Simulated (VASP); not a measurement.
Set up this calculation in VASP 6.6.1, as the native input.

```
Task                   : single point
Functional             : PBE
Potentials or basis    : VASP PAW PBE potentials, release 64 (K_sv, Mg, F)
Cutoff                 : 600 eV
k mesh                 : 6 × 6 × 6
Occupations            : fermi-dirac, width 0.02 eV
Spin                   : no spin polarisation
Dipole correction      : no
Further INCAR settings : ALGO = Normal; EDIFF = 1e-06; NBANDS = 24
```

The structure of KMgF3 lies in POSCAR:

```
KMgF3
1.0
    4.1688987413      0.0000000000      0.0000000000
    0.0000000000      4.1688987413      0.0000000000
    0.0000000000      0.0000000000      4.1688987413
K Mg F
1 1 3
Direct
    0.5000000000      0.5000000000      0.5000000000
    0.0000000000      0.0000000000      0.0000000000
    0.5000000000      0.0000000000      0.0000000000
    0.0000000000      0.5000000000      0.0000000000
    0.0000000000      0.0000000000      0.5000000000
```

This cell differs from its parent crystal: strain +4.7%.

These files were run (other wordings do the same):

INCAR

```
PREC = Accurate
ENCUT = 600
EDIFF = 1E-6
ISMEAR = -1
SIGMA = 0.02
LREAL = False
LASPH = True
NELM = 120
ALGO = Normal
ISIF = 2
LWAVE = False
LCHARG = False
GGA = PE
NBANDS = 24
GGA_COMPAT = False
```

KPOINTS

```
regular mesh
0
Gamma
  6 6 6
```

Potentials or basis: VASP PAW PBE potentials, release 64 (K_sv, Mg, F).

Launch:

```bash
$ cat potpaw_PBE.64/K_sv/POTCAR potpaw_PBE.64/Mg/POTCAR potpaw_PBE.64/F/POTCAR > POTCAR
$ mpirun -np 1 vasp_std > vasp.out
```

Results of the run:

```yaml
Pressure: -5.1 GPa
Band_gap_on_the_k_mesh: 6.36 eV (least direct gap 6.67 eV)
```

Caveat: the cell differs from its parent crystal (strain +4.7%); the cell stands under tension.

Run time: 48 s on 1 thread of Intel(R) Xeon(R) Platinum 8488C (Sapphire Rapids) (shared host), peak memory 0.22 GiB.
